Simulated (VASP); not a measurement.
# Co (Fd-3m) in VASP: notebook, part 2 of 2

VASP 6.6.1. The steps go on from the part before.

### 4 Single point, LDA, collinear spin, ferromagnetic start

This run uses another cell than the first one, of 11.55 Å³/atom.

INCAR

```
PREC = Accurate
ENCUT = 600
EDIFF = 1E-6
ISMEAR = -1
SIGMA = 0.15
LREAL = False
LASPH = True
NELM = 200
ALGO = Normal
ISIF = 2
LWAVE = False
LCHARG = True
ISPIN = 2
MAGMOM = 1.8 1.8 1.8 1.8 1.8 1.8
LORBIT = 11
LMAXMIX = 4
LELF = True
LVHAR = True
NBANDS = 40
GGA_COMPAT = False
```

KPOINTS

```
regular mesh
0
Gamma
  6 6 6
```

POSCAR

```
Co
1.0
    0.0000000000      3.2597106974      3.2597106974
    3.2597106974      0.0000000000      3.2597106974
    3.2597106974      3.2597106974      0.0000000000
Co
6
Direct
    0.2500000000      0.2500000000      0.2500000000
    0.0000000000      0.0000000000      0.0000000000
    0.6250000000      0.6250000000      0.1250000000
    0.6250000000      0.1250000000      0.6250000000
    0.1250000000      0.6250000000      0.6250000000
    0.6250000000      0.6250000000      0.6250000000
```

Potentials or basis: VASP PAW LDA potentials, release 64 (Co).

On the command line:

```bash
> cat potpaw_LDA.64/Co/POTCAR > POTCAR
> mpirun -np 1 vasp_std > vasp.out
```

OUTCAR:

```text
PREC = Accurate
   ENCUT = 600
   EDIFF = 1E-6
   ISMEAR = -1
   LREAL = False
   LASPH = True
   NELM = 200
   ISIF = 2
   ISPIN = 2
   LORBIT = 11

 ion  position               nearest neighbor table
   1  0.250  0.250  0.250-   4 2.70   5 2.70   3 2.70   5 2.70   3 2.70   4 2.70   5 2.70   3 2.70
                             6 2.70   4 2.70   6 2.70   6 2.70   2 2.82   2 2.82   2 2.82   2 2.82
   2  0.000  0.000  0.000-   3 2.70   4 2.70   3 2.70   5 2.70   4 2.70   5 2.70   6 2.70   6 2.70
                             6 2.70   3 2.70   4 2.70   5 2.70   1 2.82   1 2.82   1 2.82   1 2.82
   3  0.625  0.625  0.125-   6 2.30   4 2.30   5 2.30   6 2.30   4 2.30   5 2.30   2 2.70   1 2.70
                             2 2.70   1 2.70   1 2.70   2 2.70
   4  0.625  0.125  0.625-   6 2.30   3 2.30   3 2.30   5 2.30   6 2.30   5 2.30   2 2.70   1 2.70
                             2 2.70   1 2.70   1 2.70   2 2.70
   5  0.125  0.625  0.625-   6 2.30   3 2.30   4 2.30   3 2.30   4 2.30   6 2.30   1 2.70   2 2.70
                             1 2.70   2 2.70   1 2.70   2 2.70
   6  0.625  0.625  0.625-   3 2.30   4 2.30   5 2.30   3 2.30   4 2.30   5 2.30   2 2.70   1 2.70
                             2 2.70   1 2.70   2 2.70   1 2.70

  LATTYP: Found a face centered cubic cell.
 ALAT       =     6.5194213948

  Lattice vectors:

 A1 = (   0.0000000000,   3.2597106974,   3.2597106974)
 A2 = (   3.2597106974,   0.0000000000,   3.2597106974)
 A3 = (   3.2597106974,   3.2597106974,   0.0000000000)

Analysis of symmetry for initial positions (statically):
=====================================================================
 Subroutine PRICEL returns:
 Original cell was already a primitive cell.

 Routine SETGRP: Setting up the symmetry group for a
 face centered cubic supercell.

 Subroutine GETGRP returns: Found 48 space group operations
 (whereof 24 operations were pure point group operations)
 out of a pool of 48 trial point group operations.

The static configuration has the point symmetry T_d .
 The point group associated with its full space group is O_h .

Analysis of symmetry for dynamics (positions and initial velocities):
=====================================================================
[... 191 lines left out ...]
      6       5.1801      1.00000
[... 661 lines left out ...]
     38      17.1949      0.00000
     39      21.0465      0.00000
 Fermi energy:         9.2750017702

 spin component 2

 k-point     1 :       0.0000    0.0000    0.0000
  band No.  band energies     occupation
      1       0.6525      1.00000
      2       4.3332      1.00000
      3       5.5367      1.00000
      4       5.5367      1.00000
      5       5.5367      1.00000
      6       6.2176      1.00000
[... 661 lines left out ...]
     38      17.8565      0.00000
     39      21.5314      0.00000
 [bands above 39 left out]

------------------------ aborting loop because EDIFF is reached ----------------------------------------

  FORCE on cell =-STRESS in cart. coord.  units (eV):
  Direction    XX          YY          ZZ          XY          YZ          ZX
  --------------------------------------------------------------------------------------
  -------------------------------------------------------------------------------------
  Total       -8.0484500     -8.0484500     -8.0484500      0.0000000      0.0000000      0.0000000
  in kB     -186.1468386   -186.1468386   -186.1468386      0.0000000      0.0000000      0.0000000
  external PRESSURE =    -186.1468386 kB  Pullay stress =       0.0000000 kB

 VOLUME and BASIS-vectors are now :
 -----------------------------------------------------------------------------
  energy-cutoff  :      600.00
  volume of cell :       69.27
      direct lattice vectors                 reciprocal lattice vectors
     0.000000000  3.259710697  3.259710697    -0.153387845  0.153387845  0.153387845
     3.259710697  0.000000000  3.259710697     0.153387845 -0.153387845  0.153387845
     3.259710697  3.259710697  0.000000000     0.153387845  0.153387845 -0.153387845

 POSITION                                       TOTAL-FORCE (eV/Angst)
 -----------------------------------------------------------------------------------
      1.62986      1.62986      1.62986        -0.000000      0.000000      0.000000
      0.00000      0.00000      0.00000         0.000000     -0.000000     -0.000000
      2.44478      2.44478      4.07464        -0.000000      0.000000     -0.000000
      2.44478      4.07464      2.44478        -0.000000      0.000000     -0.000000
      4.07464      2.44478      2.44478        -0.000000      0.000000     -0.000000
      4.07464      4.07464      4.07464        -0.000000      0.000000     -0.000000
 -----------------------------------------------------------------------------------
    total drift:                                0.000000      0.000000      0.000000

  FREE ENERGIE OF THE ION-ELECTRON SYSTEM (eV)
  ---------------------------------------------------
  free  energy   TOTEN  =       -47.1494418314 eV

  energy  without entropy=      -46.4849266935  energy(sigma->0) =      -46.81718426

 total charge

# of ion       s       p       d       tot
------------------------------------------
    1        0.383   0.378   7.195   7.957
    2        0.383   0.378   7.195   7.957
    3        0.524   0.539   7.313   8.377
    4        0.524   0.539   7.313   8.377
    5        0.524   0.539   7.313   8.377
    6        0.524   0.539   7.313   8.377
--------------------------------------------------
tot          2.862   2.915  43.643  49.420

 magnetization (x)

# of ion       s       p       d       tot
------------------------------------------
    1       -0.008  -0.028   1.742   1.706
    2       -0.008  -0.028   1.742   1.706
    3       -0.009  -0.037   1.543   1.498
    4       -0.009  -0.037   1.543   1.498
    5       -0.009  -0.037   1.543   1.498
    6       -0.009  -0.037   1.543   1.498
--------------------------------------------------
tot         -0.051  -0.204   9.659   9.404
```

OSZICAR:

```text
N       E                     dE             d eps       ncg     rms          rms(c)
DAV:   1     0.419415556046E+03    0.41942E+03   -0.24774E+04  2568   0.200E+03
DAV:   2    -0.211799452431E+02   -0.44060E+03   -0.41837E+03  2568   0.375E+02
DAV:   3    -0.535406739953E+02   -0.32361E+02   -0.28955E+02  2736   0.140E+02
DAV:   4    -0.540871927012E+02   -0.54652E+00   -0.54540E+00  2944   0.192E+01
[... 11 lines left out ...]
DAV:  16    -0.471494378903E+02   -0.53991E-05   -0.16927E-04  3264   0.115E-01    0.533E-02
DAV:  17    -0.471494388410E+02   -0.95068E-06   -0.44465E-05  2984   0.113E-01    0.318E-02
DAV:  18    -0.471494437765E+02   -0.49355E-05   -0.68433E-06  2576   0.301E-02    0.286E-02
DAV:  19    -0.471494416966E+02    0.20799E-05   -0.42026E-06  1992   0.447E-02    0.410E-03
DAV:  20    -0.471494418314E+02   -0.13479E-06   -0.71684E-07  1584   0.970E-03
   1 F= -.47149442E+02 E0= -.46817184E+02  d E =-.664515E+00  mag=     9.3616
```

It took 2 min on 1 thread of AMD EPYC 9R45 (Zen 5), shared host; peak memory 0.21 GiB.

Results:

| Quantity | Value |
| --- | --- |
| Free energy | -47.1494 eV |
| Pressure | -18.6 GPa |
| Net moment | 9.36 μB per cell |
| Site moments | Co +1.71, +1.50 (each value once) μB |
| Valence electrons inside the program's atomic spheres | Co 7.96, 8.38 (each value once) |

Levels at points of the mesh, in eV from the Fermi level:
Spin up:
| k point | band 27 | band 28 | band 29 | band 30 | band 31 | band 32 | band 33 | band 34 | band 35 | band 36 |
| --- | --- | --- | --- | --- | --- | --- | --- | --- | --- | --- |
| (0.00, 0.00, 0.00) | -0.84 | -0.84 | 0.02 | 0.02 | 0.02 | 1.16 | 2.79 | 2.79 | 2.79 | 6.40 |
| (0.50, 0.00, 0.00) | -1.30 | -1.03 | -1.03 | -0.77 | -0.77 | 0.02 | 1.96 | 2.39 | 2.39 | 5.30 |
| (0.50, 0.50, 0.00) | -1.21 | -1.21 | -1.10 | -1.10 | -1.00 | -1.00 | 1.40 | 1.40 | 2.06 | 2.06 |
Spin down:
```
           k point  band 18  band 19  band 20  band 21  band 22  band 23  band 24  band 25
(0.00, 0.00, 0.00)    -0.79    -0.49    -0.49     0.12     0.12     0.12     0.54     0.54
(0.50, 0.00, 0.00)    -0.59    -0.52    -0.52    -0.23    -0.22    -0.22     0.07     0.15
(0.50, 0.50, 0.00)    -1.28    -0.42    -0.42    -0.16    -0.16    -0.09    -0.09     0.39
```

Caveat: the cell stands under tension.

### 5 The runs side by side

| cell | gap on the mesh (eV) | pressure (GPa) | moment (μB) |
| --- | --- | --- | --- |
| a = 4.489 Å, angles 60.0°, 6 atoms | none | -4.4 | 8.71 |
| a = 4.550 Å, angles 60.0°, 6 atoms | none | -12.4 | 9.05 |
| a = 4.610 Å, angles 60.0°, 6 atoms | none | -18.6 | 9.36 |

Alike in all rows: task single point; level LDA; potentials or basis VASP PAW LDA potentials, release 64 (Co); spin collinear, ferromagnetic start; k mesh 6 × 6 × 6; cutoff (eV) 600; smearing fermi-dirac 0.15 eV.

Caveats: the cell stands under tension.

Total energies depend on the potentials used, so only differences within one code and one set of settings carry meaning.
